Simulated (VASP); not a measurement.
CaO: single point with r2SCAN

Crystal: CaO.

```xyz
2
Lattice="2.9292 0.0260 0.0260 0.0260 2.9292 0.0260 0.0260 0.0260 2.9292" Properties=species:S:1:pos:R:3 pbc="T T T"
Ca    0.0000    0.0000    0.0000
O     1.4907    1.4907    1.4907
```

This cell differs from its parent crystal: strain along [111] +2.7%.

- Program: VASP 6.6.1
- Task: single point
- Functional: r2SCAN
- Potentials or basis: VASP PAW PBE potentials, release 64 (Ca_sv, O)
- Cutoff: 520 eV
- k mesh: 8 × 8 × 8
- Occupations: gaussian, width 0.01 eV
- Spin: no spin polarisation

```
Pressure               : -2.0 GPa
Band gap on the k mesh : 3.29 eV, indirect (least direct gap 3.58 eV)
```

Stress tensor (GPa, compression positive):
```
-2.04  0.21  0.21
 0.21 -2.04  0.21
 0.21  0.21 -2.04
```

Levels at points of the mesh, in eV from the valence-band top:
| k point | band 6 | band 7 | band 8 | band 9 | band 10 | band 11 |
| --- | --- | --- | --- | --- | --- | --- |
| (0.00, 0.00, 0.00) | -0.32 | -0.32 | -0.29 | 3.29 | 3.29 | 5.78 |
| (0.50, 0.00, 0.00) | -3.71 | -0.84 | -0.70 | 4.27 | 7.63 | 8.54 |
| (0.50, 0.50, 0.00) | -2.16 | -2.08 | 0.00 | 4.41 | 5.26 | 7.08 |
| (0.50, 0.50, 0.50) | -3.36 | -3.33 | -3.33 | 8.26 | 8.54 | 8.54 |

Run time: 54 s on 1 thread of Intel(R) Xeon(R) Platinum 8259CL CPU @ 2.50GHz (Skylake/Cascade Lake), on a shared host, peak memory 0.16 GiB.

Caveat: the cell differs from its parent crystal (strain along [111] +2.7%); the PAW data sets were made with another functional, which shifts forces and pressure a little. A k mesh can miss the band edges.
